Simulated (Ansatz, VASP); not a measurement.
Two plane-wave programs on NbBiF

File INCAR:

```
ALGO = Normal ; EDIFF = 1E-6
ENCUT = 600 ; GGA = PE
GGA_COMPAT = False ; ISIF = 2
ISMEAR = 0 ; ISPIN = 2
LASPH = True ; LCHARG = True
LELF = True ; LMAXMIX = 4
LORBIT = 11 ; LREAL = False
LVHAR = True ; LWAVE = False
MAGMOM = 0 0 0 0 0 0 ; NBANDS = 48
NELM = 200 ; PREC = Accurate
SIGMA = 0.1
```

KPOINTS

```
k-points
0
Gamma
  6 6 2
```

Contents of POSCAR:

```
NbBiF
1.0
    3.3678042200      0.0000000000      0.0000000000
    0.0000000000      3.3678042200      0.0000000000
    0.0000000000      0.0000000000      8.5260866000
Nb Bi F
2 2 2
Direct
    0.0000000000      0.5000000000      0.3350000100
    0.5000000000      0.0000000000      0.6649999900
    0.0000000000      0.5000000000      0.8999999800
    0.5000000000      0.0000000000      0.1000000200
    0.0000000000      0.5000000000      0.6169999800
    0.5000000000      0.0000000000      0.3830000200
```

Input for Ansatz:

```yaml
crystal:
  lattice:
    - [3.36780422, 0.0, 0.0]
    - [0.0, 3.36780422, 0.0]
    - [0.0, 0.0, 8.5260866]
  atoms:
    - { symbol: Nb, position: [0.0, 0.5, 0.33500001] }
    - { symbol: Nb, position: [0.5, 0.0, 0.66499999] }
    - { symbol: Bi, position: [0.0, 0.5, 0.89999998] }
    - { symbol: Bi, position: [0.5, 0.0, 0.10000002] }
    - { symbol: F, position: [0.0, 0.5, 0.61699998] }
    - { symbol: F, position: [0.5, 0.0, 0.38300002] }
basis:
  ecutwfc: 420
kpoints:
  mp_grid: { grid: [6, 6, 2] }
hamiltonian:
  xc: pbe
scf:
  occupations: { method: gaussian, width: 0.1 }
  lower_state_search: "off"
output:
  forces: true
  stress: true
  eigenvalues: true
  populations: true
magnetization:
  spin_polarized: true
```

Change from the starting cell: species swapped into the TaMoN type (P4/nmm, No. 129).

Alike in both runs: task single point; functional PBE; k mesh 6 × 6 × 2; occupations gaussian, width 0.1 eV; collinear spin.

```csv
,VASP,Ansatz
version,VASP 6.6.1,Ansatz 0.2.0
potentials or method,"VASP PAW PBE potentials, release 64 (Nb_sv, Bi_d, F), cutoff 600 eV","scalar-relativistic, plane waves, PAW"
valence electrons in the cell,70,70
```

Ansatz gave:

- gap on the k mesh at the Fermi level (eV): none
- pressure (GPa): 23.8
- traceless stress, the component that is largest in VASP (GPa): 5.74
- rms of the force components (eV/Å): 1.203
- net moment per atom (μB): 0.00

Question: What did VASP give for the same quantities?

Answer: gap on the k mesh at the Fermi level (eV): none; pressure (GPa): 23.6; traceless stress, the component that is largest in VASP (GPa): 5.78; rms of the force components (eV/Å): 1.206; net moment per atom (μB): 0.00.

Atom by atom the forces differ by 0.004 eV/Å (rms over components). A gap of «none» marks a metal or a gap that the smearing closes. Ansatz's warnings: no starting moments.

The k mesh is coarse, so the values compare programs but aren't converged. Neither program's run includes spin-orbit coupling.
